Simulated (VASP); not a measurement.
# Si in VASP: a series of runs, part 2 of 2

VASP 6.6.1. Earlier steps stand in the parts before.

### Step 3. Single point, PBE

File INCAR:

```
SYSTEM = Si
PREC = Accurate
ENCUT = 520
EDIFF = 1E-6
ISMEAR = 0
SIGMA = 0.05
LREAL = .FALSE.
LASPH = .TRUE.
NELM = 80
ALGO = Normal
ISIF = 2
LWAVE = .FALSE.
LCHARG = .FALSE.
LDIPOL = .TRUE.
IDIPOL = 3
DIPOL = 0.5 0.5 0.500
GGA = PE
NBANDS = 33
```

File KPOINTS:

```
regular mesh
0
G
  7 7 1
  0 0 0
```

File POSCAR:

```
Si
1.0
    3.8677061083      0.0000000000      0.0000000000
    0.0000000000      3.8677061083      0.0000000000
    0.0000000000      0.0000000000     28.6744060839
Si
11
Direct
    0.0000000000      0.5000000000      0.2625502528
    0.0000000000      0.0000000000      0.3097769706
    0.5000000000      0.0000000000      0.3572422163
    0.5000000000      0.5000000000      0.4045857630
    0.0000000000      0.5000000000      0.4522847874
    0.0000000000      0.0000000000      0.5000000010
    0.5000000000      0.0000000000      0.5477152142
    0.5000000000      0.5000000000      0.5954142378
    0.0000000000      0.5000000000      0.6427577840
    0.0000000000      0.0000000000      0.6902230284
    0.5000000000      0.0000000000      0.7374497445
```

Potentials or basis: VASP PAW PBE potentials, release 64 (Si).

The run is started by

```
$ cat potpaw_PBE.64/Si/POTCAR > POTCAR
$ mpirun -np 1 vasp_std > vasp.out
```

Run time: 5.8 min. Hardware: 1 thread of Intel Xeon Platinum 8259CL at 2.50GHz (Skylake/Cascade Lake), shared host; peak memory 0.47 GiB.

The run converged. Its results:

```
Free energy            : -55.6450 eV
Largest force          : 0.008 eV/Å
Band gap on the k mesh : zero (band 22 reaches 0.66 eV, above the bottom of band 23 at -0.11 eV)
```

Forces in eV/Å, atoms in the order of the input:
```
Si   0.000  0.000  0.008
Si   0.000  0.000 -0.005
Si   0.000  0.000  0.003
Si   0.000  0.000 -0.001
Si   0.000  0.000  0.001
Si   0.000  0.000  0.000
Si   0.000  0.000 -0.001
Si   0.000  0.000  0.001
Si   0.000  0.000 -0.003
Si   0.000  0.000  0.005
Si   0.000  0.000 -0.008
```

Levels at points of the mesh, in eV from the Fermi level:
```tsv
k point	band 18	band 19	band 20	band 21	band 22	band 23	band 24	band 25	band 26	band 27
(0.00, 0.00, 0.00)	-0.90	-0.21	-0.21	-0.08	0.38	0.88	0.90	1.38	1.41	2.04
```

### Step 4. Single point, PBE

File INCAR:

```
ALGO = Normal ; DIPOL = 0.5 0.5 0.500
EDIFF = 1E-7 ; ENCUT = 520
GGA = PE ; IDIPOL = 3
ISIF = 2 ; ISMEAR = 1
LASPH = True ; LCHARG = False
LDIPOL = True ; LREAL = False
LWAVE = False ; NBANDS = 33
NELM = 100 ; PREC = Accurate
SIGMA = 0.2
```

File KPOINTS:

```
k-points
0
Gamma
  7 7 1
```

File POSCAR:

```
Si
1.0
    3.8677061083      0.0000000000      0.0000000000
    0.0000000000      3.8677061083      0.0000000000
    0.0000000000      0.0000000000     28.6744060839
Si
11
Direct
    0.0000000000      0.5000000000      0.2615572918
    0.0000000000      0.0000000000      0.3092458335
    0.5000000000      0.0000000000      0.3569343751
    0.5000000000      0.5000000000      0.4046229167
    0.0000000000      0.5000000000      0.4523114584
    0.0000000000      0.0000000000      0.5000000000
    0.5000000000      0.0000000000      0.5476885416
    0.5000000000      0.5000000000      0.5953770833
    0.0000000000      0.5000000000      0.6430656249
    0.0000000000      0.0000000000      0.6907541665
    0.5000000000      0.0000000000      0.7384427082
```

Potentials or basis: VASP PAW PBE potentials, release 64 (Si).

The run is started by

```
$ cat potpaw_PBE.64/Si/POTCAR > POTCAR
$ mpirun -np 1 vasp_std > vasp.out
```

OUTCAR:

```text
EDIFF = 1E-7
   ENCUT = 520
   GGA = PE
   ISIF = 2
   ISMEAR = 1
   LASPH = True
   LREAL = False
   NELM = 100
   PREC = Accurate

 ion  position               nearest neighbor table
   1  0.000  0.500  0.262-   2 2.37   2 2.37
   2  0.000  0.000  0.309-   3 2.37   3 2.37   1 2.37   1 2.37
   3  0.500  0.000  0.357-   4 2.37   4 2.37   2 2.37   2 2.37
   4  0.500  0.500  0.405-   3 2.37   3 2.37   5 2.37   5 2.37
   5  0.000  0.500  0.452-   6 2.37   6 2.37   4 2.37   4 2.37
   6  0.000  0.000  0.500-   5 2.37   7 2.37   5 2.37   7 2.37
   7  0.500  0.000  0.548-   6 2.37   6 2.37   8 2.37   8 2.37
   8  0.500  0.500  0.595-   9 2.37   9 2.37   7 2.37   7 2.37
   9  0.000  0.500  0.643-   8 2.37   8 2.37  10 2.37  10 2.37
[... 574 lines left out ...]
  energy-cutoff  :      520.00
  volume of cell :      428.94
      direct lattice vectors                 reciprocal lattice vectors
     3.867706108  0.000000000  0.000000000     0.258551186  0.000000000  0.000000000
     0.000000000  3.867706108  0.000000000     0.000000000  0.258551186  0.000000000
     0.000000000  0.000000000 28.674406084     0.000000000  0.000000000  0.034874306

 POSITION                                       TOTAL-FORCE (eV/Angst)
 -----------------------------------------------------------------------------------
      0.00000      1.93385      7.50000         0.000000     -0.000000      0.113825
      0.00000      0.00000      8.86744         0.000000      0.000000     -0.047880
      1.93385      0.00000     10.23488         0.000000      0.000000      0.028261
      1.93385      1.93385     11.60232         0.000000      0.000000     -0.083158
      0.00000      1.93385     12.96976         0.000000      0.000000     -0.004186
      0.00000      0.00000     14.33720         0.000000      0.000000     -0.000000
      1.93385      0.00000     15.70464         0.000000      0.000000      0.004186
      1.93385      1.93385     17.07208         0.000000     -0.000000      0.083158
      0.00000      1.93385     18.43952         0.000000      0.000000     -0.028261
      0.00000      0.00000     19.80697         0.000000      0.000000      0.047880
      1.93385      0.00000     21.17441         0.000000      0.000000     -0.113825
 -----------------------------------------------------------------------------------
    total drift:                               -0.000000     -0.000000     -0.000000

  FREE ENERGIE OF THE ION-ELECTRON SYSTEM (eV)
  ---------------------------------------------------
  free  energy   TOTEN  =       -55.6349901969 eV

  energy  without entropy=      -55.6430185406  energy(sigma->0) =      -55.63766631

 vacuum level on the upper side and lower side of the slab         5.653         5.653
```

Run time: 7.2 min. Hardware: 1 thread of Intel Xeon Platinum 8259CL at 2.50GHz (Skylake/Cascade Lake), shared host; peak memory 0.47 GiB.

What came out:

| Item | Value |
| --- | --- |
| Free energy | -55.6350 eV |
| Largest force | 0.114 eV/Å |
| Band gap on the k mesh | zero (band 22 reaches 0.65 eV, above the bottom of band 23 at -0.10 eV) |

Forces on the atoms (eV/Å):
```
Si   0.000  0.000  0.114
Si   0.000  0.000 -0.048
Si   0.000  0.000  0.028
Si   0.000  0.000 -0.083
Si   0.000  0.000 -0.004
Si   0.000  0.000  0.000
Si   0.000  0.000  0.004
Si   0.000  0.000  0.083
Si   0.000  0.000 -0.028
Si   0.000  0.000  0.048
Si   0.000  0.000 -0.114
```

### Step 5. Single point, PBE

This run uses another cell than the first one, of 25.40 Å³/atom, 0.651 times its volume.

File INCAR:

```
SYSTEM = Si
PREC = Accurate
ENCUT = 520
EDIFF = 1E-6
ISMEAR = 0
SIGMA = 0.05
LREAL = .FALSE.
LASPH = .TRUE.
NELM = 60
ALGO = Normal
ISIF = 2
LWAVE = .FALSE.
LCHARG = .TRUE.
LDIPOL = .TRUE.
IDIPOL = 3
DIPOL = 0.5 0.5 0.500
GGA = PE
LELF = .TRUE.
LVHAR = .TRUE.
LVACPOTAV = .TRUE.
NBANDS = 33
```

File KPOINTS:

```
regular mesh
0
G
  7 7 1
  0 0 0
```

File POSCAR:

```
Si
1.0
    3.8677061083      0.0000000000      0.0000000000
    0.0000000000      3.8677061083      0.0000000000
    0.0000000000      0.0000000000     18.6744060839
Si
11
Direct
    0.0000000000      0.5000000000      0.1338730661
    0.0000000000      0.0000000000      0.2070984529
    0.5000000000      0.0000000000      0.2803238397
    0.5000000000      0.5000000000      0.3535492264
    0.0000000000      0.5000000000      0.4267746132
    0.0000000000      0.0000000000      0.5000000000
    0.5000000000      0.0000000000      0.5732253868
    0.5000000000      0.5000000000      0.6464507736
    0.0000000000      0.5000000000      0.7196761603
    0.0000000000      0.0000000000      0.7929015471
    0.5000000000      0.0000000000      0.8661269339
```

The run is started by

```
$ cat potpaw_PBE.64/Si/POTCAR > POTCAR
$ mpirun -np 1 vasp_std > vasp.out
```

Wall time 2.9 min (1 thread of Intel Xeon Platinum 8259CL at 2.50GHz (Skylake/Cascade Lake), shared host); peak memory 0.34 GiB.

It converged, with:

```yaml
Free_energy: -55.6555 eV
Largest_force: 0.089 eV/Å
Band_gap_on_the_k_mesh: zero (band 22 reaches 3.84 eV, above the bottom of band 23 at 2.95 eV)
```

Forces in eV/Å, atoms in the order of the input:
```
Si   0.000  0.000  0.089
Si   0.000  0.000 -0.036
Si   0.000  0.000  0.013
Si   0.000  0.000 -0.080
Si   0.000  0.000 -0.013
Si   0.000  0.000  0.000
Si   0.000  0.000  0.013
Si   0.000  0.000  0.080
Si   0.000  0.000 -0.013
Si   0.000  0.000  0.036
Si   0.000  0.000 -0.089
```

Levels at points of the mesh, in eV from the Fermi level:
| k point | band 18 | band 19 | band 20 | band 21 | band 22 | band 23 | band 24 | band 25 | band 26 | band 27 |
| --- | --- | --- | --- | --- | --- | --- | --- | --- | --- | --- |
| (0.00, 0.00, 0.00) | -0.94 | -0.31 | -0.25 | -0.25 | 0.44 | 0.83 | 0.86 | 1.35 | 1.38 | 2.00 |

### Step 6. Summary

| cell | smearing | gap on the mesh (eV) | largest force (eV/Å) |
| --- | --- | --- | --- |
| a = 3.868, b = 3.868, c = 28.674 Å, 11 atoms | gaussian 0.05 eV | none | 0.01 |
| a = 3.868, b = 3.868, c = 28.674 Å, 11 atoms | methfessel-paxton 0.2 eV | none | 0.11 |
| a = 3.868, b = 3.868, c = 18.674 Å, 11 atoms | gaussian 0.05 eV | none | 0.09 |

Some of these runs hold the atoms at other places in the same cell, which the table doesn't show; runs alike in all that it shows share one row.

Alike in all rows: task single point; level PBE; potentials or basis VASP PAW PBE potentials, release 64 (Si); no spin polarisation; k mesh 7 × 7 × 1; cutoff (eV) 520.

Absolute energies hang on the potentials; compare differences alone.
